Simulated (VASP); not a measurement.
# La2O3 (P-3m1) in VASP: a series of runs

The runs below take La2O3 through single point, relaxation of cell and atoms, with LDA, RPBE.

Program: VASP 6.6.1. These are calculated values, not measurements. Logs are shortened: lines on timing, memory, paths and dates and some standing lists are left out, and cuts for length are marked.

## Step 1: The cell of the first run

Symmetry: P-3m1, No. 164, trigonal system. Conventional cell: a = 3.883 Å, b = 3.883 Å, c = 5.952 Å, α = 90.00°, β = 90.00°, γ = 120.00°. Within 3.1 Å of La (site symmetry 3m) lie 7 O at 2.33 to 2.67 Å. O (site symmetry -3m) has 6 La at 2.67 Å and 6 O at 3.07 Å within 3.5 Å. O (site symmetry 3m) has 4 La at 2.33 to 2.40 Å and 6 O at 2.84 to 3.07 Å within 3.1 Å.

## Step 2: Single point, LDA

File INCAR:

```
  PREC = Accurate
  ENCUT = 520
  EDIFF = 1E-6
  ISMEAR = -1
  SIGMA = 0.05
  LREAL = F
  LASPH = T
  NELM = 100
  ALGO = Normal
  ISIF = 2
  LWAVE = F
  LCHARG = T
  GGA = CA
  LELF = T
  LVHAR = T
  NBANDS = 28
```

File KPOINTS:

```
Automatic mesh
0
Gamma
  8 8 5
```

File POSCAR:

```
La2O3
1.0
    3.8826337185      0.0000000000      0.0000000000
   -1.9413168593      3.3624594338      0.0000000000
    0.0000000000      0.0000000000      5.9517238263
La O
2 3
Direct
    0.3333333333      0.6666666667      0.2440049268
    0.6666666667      0.3333333333      0.7559950732
    0.0000000000      0.0000000000      0.0000000000
    0.3333333333      0.6666666667      0.6465213424
    0.6666666667      0.3333333333      0.3534786576
```

Potentials or basis: VASP PAW LDA potentials, release 64 (La, O).

Started as:

```
cat potpaw_LDA.64/La/POTCAR potpaw_LDA.64/O/POTCAR > POTCAR
mpirun -np 1 vasp_std > vasp.out
```

OUTCAR:

```text
PREC = Accurate
   ENCUT = 520
   EDIFF = 1E-6
   ISMEAR = -1
   LREAL = F
   LASPH = T
   NELM = 100
   ISIF = 2
   GGA = CA

 ion  position               nearest neighbor table
   1  0.333  0.667  0.244-   5 2.33   5 2.33   5 2.33   4 2.40   3 2.67   3 2.67   3 2.67   2 3.67
                             2 3.67   2 3.67
   2  0.667  0.333  0.756-   4 2.33   4 2.33   4 2.33   5 2.40   3 2.67   3 2.67   3 2.67   1 3.67
                             1 3.67   1 3.67
   3  0.000  0.000  0.000-   1 2.67   2 2.67   2 2.67   1 2.67   2 2.67   1 2.67
   4  0.333  0.667  0.647-   2 2.33   2 2.33   2 2.33   1 2.40
   5  0.667  0.333  0.353-   1 2.33   1 2.33   1 2.33   2 2.40

  LATTYP: Found a hexagonal cell.
 ALAT       =     3.8826337185
 C/A-ratio  =     1.5329089113

  Lattice vectors:

 A1 = (   3.8826337185,   0.0000000000,   0.0000000000)
 A2 = (  -1.9413168593,   3.3624594338,   0.0000000000)
 A3 = (   0.0000000000,   0.0000000000,   5.9517238263)

Analysis of symmetry for initial positions (statically):
=====================================================================
 Subroutine PRICEL returns:
 Original cell was already a primitive cell.

 Routine SETGRP: Setting up the symmetry group for a
 hexagonal supercell.

 Subroutine GETGRP returns: Found 12 space group operations
 (whereof 12 operations were pure point group operations)
 out of a pool of 24 trial point group operations.

The static configuration has the point symmetry D_3d.

Analysis of symmetry for dynamics (positions and initial velocities):
=====================================================================
 Subroutine PRICEL returns:
 Original cell was already a primitive cell.

 Routine SETGRP: Setting up the symmetry group for a
 hexagonal supercell.

 Subroutine GETGRP returns: Found 12 space group operations
 (whereof 12 operations were pure point group operations)
 out of a pool of 24 trial point group operations.

The dynamic configuration has the point symmetry D_3d.

 Subroutine INISYM returns: Found 12 space group operations
 (whereof 12 operations are pure point group operations),
 and found     1 'primitive' translations

----------------------------------------------------------------------------------------

                                     Primitive cell

  volume of cell :      77.7009

  direct lattice vectors                    reciprocal lattice vectors
     3.882633719  0.000000000  0.000000000     0.257557131  0.148700679  0.000000000
    -1.941316859  3.362459434  0.000000000     0.000000000  0.297401357  0.000000000
     0.000000000  0.000000000  5.951723826     0.000000000  0.000000000  0.168018549

  length of vectors
     3.882633719  3.882633719  5.951723826     0.297401357  0.297401357  0.168018549

  position of ions in fractional coordinates (direct lattice)
     0.333333333  0.666666667  0.244004927
     0.666666667  0.333333333  0.755995073
     0.000000000  0.000000000  0.000000000
     0.333333333  0.666666667  0.646521342
     0.666666667  0.333333333  0.353478658

  ion indices of the primitive-cell ions
   primitive index   ion index
                 1           1
                 2           2
                 3           3
                 4           4
                 5           5

----------------------------------------------------------------------------------------

 KPOINTS: Automatic mesh

Automatic generation of k-mesh.
 Grid dimensions read from file:
 generate k-points for:    8    8    5

 Generating k-lattice:

  Cartesian coordinates                     Fractional coordinates (reciprocal lattice)
     0.032194641  0.018587585  0.000000000     0.125000000  0.000000000  0.000000000
     0.000000000  0.037175170  0.000000000     0.000000000  0.125000000  0.000000000
     0.000000000  0.000000000  0.033603710     0.000000000  0.000000000  0.200000000

  Length of vectors
     0.037175170  0.037175170  0.033603710

  Shift w.r.t. Gamma in fractional coordinates (k-lattice)
     0.000000000  0.000000000  0.000000000

 Subroutine IBZKPT returns following result:
 ===========================================

 Found     40 irreducible k-points:

 Following reciprocal coordinates:
            Coordinates               Weight
  0.000000  0.000000  0.000000      1.000000
  0.125000  0.000000  0.000000      6.000000
  0.250000  0.000000  0.000000      6.000000
  0.375000  0.000000  0.000000      6.000000
  0.500000  0.000000  0.000000      3.000000
  0.125000  0.125000  0.000000      6.000000
[... 16 lines left out ...]
 -0.125000  0.500000  0.200000     12.000000
  0.250000  0.250000  0.200000     12.000000
 [... further k-points ...]
   k-points           NKPTS =     40   k-points in BZ     NKDIM =     40   number of bands    NBANDS=     28
   number of dos      NEDOS =    301   number of ions     NIONS =      5
   total plane-waves  NPLWV =  43200
   dimension x,y,z NGX =    30 NGY =   30 NGZ =   48
   dimension x,y,z NGXF=    60 NGYF=   60 NGZF=   96
   ions per type =               2   3
   NGX,Y,Z   is equivalent  to a cutoff of  12.85, 12.85, 13.41 a.u.
   NGXF,Y,Z  is equivalent  to a cutoff of  25.69, 25.69, 26.82 a.u.
 SYSTEM =  unknown system
   PREC   = accura    normal or accurate (medium, high low for compatibility)
   ISTART =      0    job   : 0-new  1-cont  2-samecut
   ICHARG =      2    charge: 1-file 2-atom 10-const
   ISPIN  =      1    spin polarized calculation?
   LNONCOLLINEAR =      F non collinear calculations
   LSORBIT =      F    spin-orbit coupling
   LASPH  =      T    aspherical Exc in radial PAW
   ENCUT  =  520.0 eV  38.22 Ry    6.18 a.u.   7.22  7.22 11.07*2*pi/ulx,y,z
   NELM   =    100;   NELMIN=  2; NELMDL= -5     # of ELM steps
   EDIFF  = 0.1E-05   stopping-criterion for ELM
   LREAL  =      F    real-space projection
   EDIFFG = 0.1E-04   stopping-criterion for IOM
   NSW    =      0    number of steps for IOM
   IBRION =     -1    ionic relax: 0-MD 1-quasi-New 2-CG
   NFREE  =      0    steps in history (QN), initial steepest desc. (CG)
   ISIF   =      2    stress and relaxation
   ISYM   =      2    0-nonsym 1-usesym 2-fastsym
   POTIM  = 0.5000    time-step for ionic-motion
   TEBEG  =    0.0;   TEEND  =   0.0 temperature during run
   PSTRESS=    0.0 pullay stress
   NELECT =      40.0000    total number of electrons
   NUPDOWN=      -1.0000    fix difference up-down
   EMIN   =  10.00;   EMAX   =-10.00  energy-range for DOS
   EFERMI =   0.00;   METHOD = LEGACY
   ISMEAR =    -1;   SIGMA  =   0.05  broadening in eV -4-tet -1-fermi 0-gaus
   EFERMI_NEDOS =   21; number of points for ismear=-14 and -15
   IALGO  =     38    algorithm
   IMIX   =      4    mixing-type and parameters
     AMIX     =   0.40;   BMIX     =  1.00
     AMIX_MAG =   1.60;   BMIX_MAG =  1.00
  volume/ion in A,a.u.               =      15.54       104.87
  Fermi-wavevector in a.u.,A,eV,Ry     =   1.312057  2.479428 23.422347  1.721494
  Thomas-Fermi vector in A             =   2.442476
   LORBIT       =      0    0 simple, 1 ext, 2 COOP (PROOUT), +10 PAW based schemes
   GGA     = CA    functional components
   LHFCALC =     F    Hartree Fock is set to
   AEXX    =    0.0000 exact exchange contribution
   IVDW    =     0    specifies the selected vdW correction
   LEPSILON=     F    determine dielectric tensor
   LRPA    =     F    only Hartree local field effects (RPA)
 non-spin polarized calculation
  energy-cutoff  :      520.00
  volume of cell :       77.70
 maximum number of plane-waves:      2105
 NGX is ok and might be reduce to    30
   NGX = 15   NGY = 15   NGZ = 23

 number of electron      39.9999991 magnetization

 Free energy of the ion-electron system (eV)
  ---------------------------------------------------
  ext. energy  EPLUGINS =         0.00000000
  ---------------------------------------------------
  free energy    TOTEN  =       -45.89758383 eV

  energy without entropy =      -45.89758383  energy(sigma->0) =      -45.89758383

 E-fermi :   7.3769     XC(G=0): -11.1859

 val. band max:        6.1825215743   @ k =   0.2500   0.2500   0.4000
 cond. band min:       9.9759203727   @ k =   0.3750   0.2500   0.0000
 fundamental gap:      3.7933987984
 Fermi energy:         7.3769328381

 k-point     1 :       0.0000    0.0000    0.0000
  band No.  band energies     occupation
      1     -23.3119      2.00000
      2     -22.9806      2.00000
      3     -10.7213      2.00000
      4      -9.2758      2.00000
      5      -8.8519      2.00000
      6      -6.8086      2.00000
[... 20 lines left out ...]
     27      11.6701      0.00000
     28      11.9490      0.00000

 k-point     2 :       0.1250    0.0000    0.0000
  band No.  band energies     occupation
      1     -23.2780      2.00000
      2     -22.9679      2.00000
      3     -10.7018      2.00000
      4      -9.6033      2.00000
      5      -9.1147      2.00000
      6      -6.8870      2.00000
[... 20 lines left out ...]
     27      11.7793      0.00000
     28      11.9282      0.00000

 k-point     3 :       0.2500    0.0000    0.0000
  band No.  band energies     occupation
      1     -23.1907      2.00000
      2     -22.9411      2.00000
      3     -10.7497      2.00000
      4     -10.2415      2.00000
      5      -9.3827      2.00000
      6      -7.0539      2.00000
[... 20 lines left out ...]
     27      11.7867      0.00000
     28      11.8345      0.00000

 k-point     4 :       0.3750    0.0000    0.0000
  band No.  band energies     occupation
      1     -23.0892      2.00000
      2     -22.9258      2.00000
      3     -10.9328      2.00000
      4     -10.7742      2.00000
      5      -9.2564      2.00000
      6      -7.2671      2.00000
[... 578 lines left out ...]
     27      11.6950      0.00000
     28      11.7148      0.00000

 k-point    23 :      -0.1250    0.5000    0.2000
  band No.  band energies     occupation
      1     -23.0276      2.00000
      2     -22.9379      2.00000
      3     -11.0816      2.00000
      4     -10.9394      2.00000
      5      -9.1790      2.00000
      6      -7.3980      2.00000
[... 20 lines left out ...]
     27      11.7118      0.00000
     28      11.7302      0.00000

 k-point    24 :       0.2500    0.2500    0.2000
  band No.  band energies     occupation
      1     -23.0282      2.00000
      2     -22.9375      2.00000
      3     -11.0312      2.00000
      4     -10.8777      2.00000
      5      -9.4400      2.00000
      6      -7.3429      2.00000
[... 20 lines left out ...]
     27      11.6869      0.00000
     28      11.7533      0.00000

 [... further k-points ...]

------------------------ aborting loop because EDIFF is reached ----------------------------------------

  FORCE on cell =-STRESS in cart. coord.  units (eV):
  Direction    XX          YY          ZZ          XY          YZ          ZX
  --------------------------------------------------------------------------------------
  -------------------------------------------------------------------------------------
  Total       -0.0089003     -0.0089003     -0.0235159      0.0000000     -0.0000000      0.0000000
  in kB       -0.1835228     -0.1835228     -0.4848922      0.0000000     -0.0000000      0.0000000
  external PRESSURE =      -0.2839793 kB  Pullay stress =       0.0000000 kB

 VOLUME and BASIS-vectors are now :
 -----------------------------------------------------------------------------
  energy-cutoff  :      520.00
  volume of cell :       77.70
      direct lattice vectors                 reciprocal lattice vectors
     3.882633719  0.000000000  0.000000000     0.257557131  0.148700679  0.000000000
    -1.941316859  3.362459434  0.000000000     0.000000000  0.297401357  0.000000000
     0.000000000  0.000000000  5.951723826     0.000000000  0.000000000  0.168018549

 POSITION                                       TOTAL-FORCE (eV/Angst)
 -----------------------------------------------------------------------------------
     -0.00000      2.24164      1.45225        -0.000000     -0.000000     -0.012544
      1.94132      1.12082      4.49947         0.000000      0.000000      0.012544
      0.00000      0.00000      0.00000        -0.000000      0.000000      0.000000
     -0.00000      2.24164      3.84792         0.000000      0.000000      0.001967
      1.94132      1.12082      2.10381        -0.000000     -0.000000     -0.001967
 -----------------------------------------------------------------------------------
    total drift:                               -0.000000      0.000000      0.000000

  FREE ENERGIE OF THE ION-ELECTRON SYSTEM (eV)
  ---------------------------------------------------
  free  energy   TOTEN  =       -45.8975838289 eV

  energy  without entropy=      -45.8975838289  energy(sigma->0) =      -45.89758383
```

It took 1.8 min on 1 thread of Intel Xeon Platinum 8259CL at 2.50GHz (Skylake/Cascade Lake), shared host; peak memory 0.22 GiB.

Results:

| Quantity | Value |
| --- | --- |
| Free energy | -45.8976 eV |
| Pressure | 0.0 GPa |
| Largest force | 0.013 eV/Å |
| Band gap on the k mesh | 3.79 eV, indirect (least direct gap 3.91 eV) |

Forces in eV/Å, atoms in the order of the input:
```
La   0.000  0.000 -0.013
La   0.000  0.000  0.013
O    0.000  0.000  0.000
O    0.000  0.000  0.002
O    0.000  0.000 -0.002
```

Levels at points of the mesh, in eV from the valence-band top:
```tsv
k point	band 17	band 18	band 19	band 20	band 21	band 22	band 23	band 24
(0.00, 0.00, 0.00)	-1.82	-0.47	-0.47	-0.18	4.29	4.51	4.51	5.37
(0.50, 0.00, 0.00)	-0.75	-0.66	-0.40	-0.32	3.80	4.72	5.26	5.28
```

Caveat: spin-orbit coupling is left out, which moves the levels of the heavy elements.

(Continued in part 2 of 2.)
